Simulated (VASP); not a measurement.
HC16 (a cell with a defect), 17 atoms in the cell. The cell holds a defect, 17 atoms: a = 5.049 Å, b = 5.049 Å, c = 5.049 Å, α = 60.00°, β = 60.00°, γ = 60.00°. 

* Program: VASP 6.6.1
* Task: single point
* Functional: PBE
* Potentials or basis: VASP PAW PBE potentials, release 64 (C, H)
* Cutoff: 520 eV
* k mesh: 3 × 3 × 3
* Occupations: gaussian, width 0.05 eV
* Spin: no spin polarisation
* Dipole correction: no
* Charge: 1
* Further INCAR settings: LREAL = Auto; ALGO = Normal; EDIFF = 1e-07; NBANDS = 46; NELECT = 64.0

Potentials or basis: VASP PAW PBE potentials, release 64 (C, H).

The run is started by

```sh
$ cat potpaw_PBE.64/C/POTCAR potpaw_PBE.64/H/POTCAR > POTCAR
$ mpirun -np 1 vasp_std > vasp.out
```

Hardware: 1 thread of Intel Xeon 8259CL, on a shared host.

Task: How long does it take, and how much memory?

Result: Run time: 2.8 min on 1 thread of Intel Xeon 8259CL, on a shared host, peak memory 0.25 GiB. Counts: scf iterations 15, k points 14.
